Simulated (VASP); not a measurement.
MnS, 2 atoms in the cell. Symmetry: Fm-3m, No. 225, cubic system. Conventional cell: a = 5.224 Å, b = 5.224 Å, c = 5.224 Å, α = 90.00°, β = 90.00°, γ = 90.00°. Within 3.4 Å of Mn (site symmetry m-3m) lie 6 S at 2.61 Å. S (site symmetry m-3m) has 6 Mn at 2.61 Å within 3.4 Å. 

| Quantity | Value |
| --- | --- |
| Program | VASP 6.6.1 |
| Task | single point |
| Functional | BLYP |
| Dispersion | D3(BJ) |
| Potentials or basis | VASP PAW PBE potentials, release 64 (Mn_pv, S) |
| Cutoff | 500 eV |
| k mesh | 8 × 8 × 8 |
| Occupations | gaussian, width 0.05 eV |
| Spin | collinear spin, ferromagnetic start |
| Starting moments | [4.63, 0.0] μB |
| Dipole correction | no |
| Further INCAR settings | ALGO = Normal; EDIFF = 1e-06; NBANDS = 20 |

Potentials or basis: VASP PAW PBE potentials, release 64 (Mn_pv, S).

Run with:

```console
$ cat potpaw_PBE.64/Mn_pv/POTCAR potpaw_PBE.64/S/POTCAR > POTCAR
$ mpirun -np 1 vasp_std > vasp.out
```

Hardware: 1 thread of Intel Xeon 8259CL, with other jobs on the host.

Question: Estimate the wall time of this run.

Answer: Wall time 2.1 min on 1 thread of Intel Xeon 8259CL (shared host), peak memory 0.19 GiB. Counts: scf iterations 15, k points 29.
